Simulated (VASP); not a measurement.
Input of a VASP 6.6.1 run:

Contents of INCAR:

```
PREC = Accurate ; ENCUT = 520
EDIFF = 1E-6 ; ISMEAR = 0
SIGMA = 0.1 ; LREAL = F
LASPH = T ; NELM = 100
ALGO = Normal ; ISIF = 2
LWAVE = F ; LCHARG = F
NBANDS = 12
```

The input KPOINTS:

```
regular mesh
0
Gamma
  6 6 6
```

Contents of POSCAR:

```
Sb
1.0
    2.1542000000      1.2437279499      3.7580000000
   -2.1542000000      1.2437279499      3.7580000000
    0.0000000000     -2.4874558998      3.7580000000
Sb
2
Direct
    0.2334900000      0.2334900000      0.2334900000
    0.7665100000      0.7665100000      0.7665100000
```

Potentials or basis: VASP PAW LDA potentials, release 64 (Sb).

The run is started by

```bash
$ cat potpaw_LDA.64/Sb/POTCAR > POTCAR
$ mpirun -np 1 vasp_std > vasp.out
```

(1) Predict the pressure.

(2) Predict the largest force.

(3) Predict the band gap on the k mesh.

Answers

(1) -0.9 GPa.

(2) 0.014 eV/Å.

(3) zero (bands 5 and 6 overlap by 0.27 eV).

Caveat: spin-orbit coupling is left out, which moves the levels of the heavy elements.
